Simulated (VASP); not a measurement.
Input of a VASP 6.6.1 run:

File INCAR:

```
PREC     = Accurate       # precision mode
ENCUT    = 600            # plane-wave cutoff, eV
EDIFF    = 1E-7           # SCF threshold, eV
ISMEAR   = -1             # smearing method
SIGMA    = 0.05           # smearing width, eV
LREAL    = F              # projectors in reciprocal space
LASPH    = T              # aspherical terms in the spheres
NELM     = 150            # most SCF steps
ALGO     = Normal         # electronic algorithm
ISIF     = 3              # what is computed and relaxed
LWAVE    = F              # write WAVECAR
LCHARG   = F              # write CHGCAR
ISPIN    = 2              # spin polarisation
MAGMOM   = 0.5            # initial moments
LORBIT   = 11             # projections on sites
LMAXMIX  = 4              # l up to which the mixer works
GGA      = PE             # functional
IBRION   = 2              # ionic algorithm
NSW      = 80             # ionic steps
EDIFFG   = -0.01          # ionic threshold
```

Contents of KPOINTS:

```
Automatic mesh
0
Gamma
  14 14 14
```

POSCAR

```
Pd
1.0
   -1.5436681530      1.5436681530      1.5436681530
    1.5436681530     -1.5436681530      1.5436681530
    1.5436681530      1.5436681530     -1.5436681530
Pd
1
Direct
    0.0000000000      0.0000000000      0.0000000000
```

Potentials or basis: VASP PAW PBE potentials, release 64 (Pd).

Command:

```sh
$ cat potpaw_PBE.64/Pd/POTCAR > POTCAR
$ mpirun -np 1 vasp_std > vasp.out
```

**Question.** Estimate the band gap on the k mesh.

**Answer.** Zero (filled and empty bands overlap).

**Question.** Estimate the relaxed volume.

**Answer.** 15.42 Å³/atom.

**Question.** What does it give for the relaxed cell?

**Answer.** a = 2.716 Å, b = 2.716 Å, c = 2.716 Å, α = 109.47°, β = 109.47°, γ = 109.47°.

**Question.** Predict the net moment.

**Answer.** 0.00 μB per cell.

Step by step:
```csv
step,energy change (eV),largest force (eV/Å),pressure (GPa),volume (Å³)
1,0.0000,0.0000,8.86,14.71
2,0.0152,0.0000,-9.26,16.51
3,-0.0187,0.0000,-0.12,15.44
4,-0.0187,0.0000,0.03,15.42
```
